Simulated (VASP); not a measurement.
Wanted: the native input for a VASP 6.6.1 run.

- Task: relaxation of volume and atoms at fixed shape
- Functional: PBE
- Potentials or basis: VASP PAW PBE potentials, release 64 (Se)
- Cutoff: 500 eV
- k mesh: 11 × 11 × 8
- Occupations: fermi-dirac, width 0.02 eV
- Spin: no spin polarisation
- Dipole correction: no
- Further INCAR settings: ALGO = Normal; EDIFF = 1e-07; IBRION = 2; EDIFFG = -0.02; NSW = 50; ISIF = 8

The structure of Se lies in POSCAR:

```
Se
1.0
    4.3662000000      0.0000000000      0.0000000000
   -2.1831000000      3.7812400000      0.0000000000
    0.0000000000      0.0000000000      4.9536000000
Se
3
Direct
    0.2254000000      0.0000000000      0.3333333333
    0.0000000000      0.2254000000      0.6666666667
    0.7746000000      0.7746000000      0.0000000000
```

These files were run (other wordings do the same):

INCAR

```
SYSTEM = Se
ALGO = Normal ; EDIFF = 1E-7
EDIFFG = -0.02 ; ENCUT = 500
GGA = PE ; GGA_COMPAT = .FALSE.
IBRION = 2 ; ISIF = 8
ISMEAR = -1 ; LASPH = .TRUE.
LCHARG = .FALSE. ; LREAL = .FALSE.
LWAVE = .FALSE. ; NELM = 120
NELMIN = 4 ; NSW = 50
PREC = Accurate ; SIGMA = 0.02
```

KPOINTS

```
k-points
0
G
  11 11 8
  0 0 0
```

Potentials or basis: VASP PAW PBE potentials, release 64 (Se).

Command:

```console
$ cat potpaw_PBE.64/Se/POTCAR > POTCAR
$ mpirun -np 1 vasp_std > vasp.out
```

Results of the run:

```yaml
Relaxed_volume: 29.22 Å³/atom
Relaxed_cell: a = 4.469 Å, b = 4.469 Å, c = 5.070 Å, α = 90.00°, β = 90.00°, γ = 120.00°
Space_group_after_relaxing_to_0.1_Å: P3_121 (No. 152)
Energy_gained_by_relaxing: 13.3 meV/atom
Ionic_steps: 8
Pressure_after_relaxing: 0.1 GPa
Largest_force_after_relaxing: 0.015 eV/Å
Band_gap_on_the_k_mesh: 1.02 eV (least direct gap 1.11 eV)
```

Run time: 3.3 min on 1 thread of AMD EPYC 9R45 96-Core Processor (Zen 5), on a shared host, peak memory 0.22 GiB.
